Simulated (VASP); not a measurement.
Input of a VASP 6.6.1 run:

Contents of POSCAR:

```
WC
1.0
    0.0000000000      2.1926840000      2.1926840000
    2.1104583500      0.0000000000      2.1926840000
    2.1104583500      2.1926840000      0.0000000000
W C
1 1
Direct
    0.0000000000      0.0000000000      0.0000000000
    0.5000000000      0.5000000000      0.5000000000
```

File INCAR.step1:

```
SYSTEM = WC
ALGO     = Normal         ! electronic algorithm
EDIFF    = 1E-4           ! SCF threshold, eV
ENCUT    = 520            ! plane-wave cutoff, eV
GGA      = PE             ! functional
ISMEAR   = 0              ! smearing method
LASPH    = .TRUE.         ! aspherical terms in the spheres
LCHARG   = .FALSE.        ! write CHGCAR
LREAL    = .FALSE.        ! projectors in reciprocal space
LWAVE    = .TRUE.         ! write WAVECAR
NBANDS   = 16             ! bands
NELM     = 100            ! most SCF steps
PREC     = Accurate       ! precision mode
SIGMA    = 0.15           ! smearing width, eV
```

The input INCAR.step2:

```
SYSTEM = WC
ALGO     = Normal         ! electronic algorithm
EDIFF    = 1E-7           ! SCF threshold, eV
ENCUT    = 520            ! plane-wave cutoff, eV
ISIF     = 2              ! what is computed and relaxed
ISMEAR   = 0              ! smearing method
ISTART   = 1            
LASPH    = .TRUE.         ! aspherical terms in the spheres
LCHARG   = .FALSE.        ! write CHGCAR
LMIXTAU  = .TRUE.       
LREAL    = .FALSE.        ! projectors in reciprocal space
LWAVE    = .FALSE.        ! write WAVECAR
METAGGA  = R2SCAN         ! meta-GGA
NBANDS   = 16             ! bands
NELM     = 100            ! most SCF steps
PREC     = Accurate       ! precision mode
SIGMA    = 0.15           ! smearing width, eV
```

File KPOINTS:

```
k-points
0
G
  18 18 18
  0 0 0
```

Potentials or basis: VASP PAW PBE potentials, release 64 (W_sv, C).

Run with:

```bash
$ cat potpaw_PBE.64/W_sv/POTCAR potpaw_PBE.64/C/POTCAR > POTCAR
$ cp INCAR.step1 INCAR
$ mpirun -np 1 vasp_std > vasp.out
$ cp INCAR.step2 INCAR
$ mpirun -np 1 vasp_std > vasp.out
```

(1) What does it give for the pressure?

(2) Estimate the band gap on the k mesh.

Results:

(1) 12.8 GPa.

(2) zero (band 9 reaches 14.01 eV, above the bottom of band 10 at 10.78 eV).

Caveat: the cell differs from its parent crystal (strain -0.0375 x Voigt [1, 0, 0, 0, 0, 0]); the PAW data sets were made with another functional, which shifts forces and pressure a little; spin-orbit coupling is left out, which moves the levels of the heavy elements.
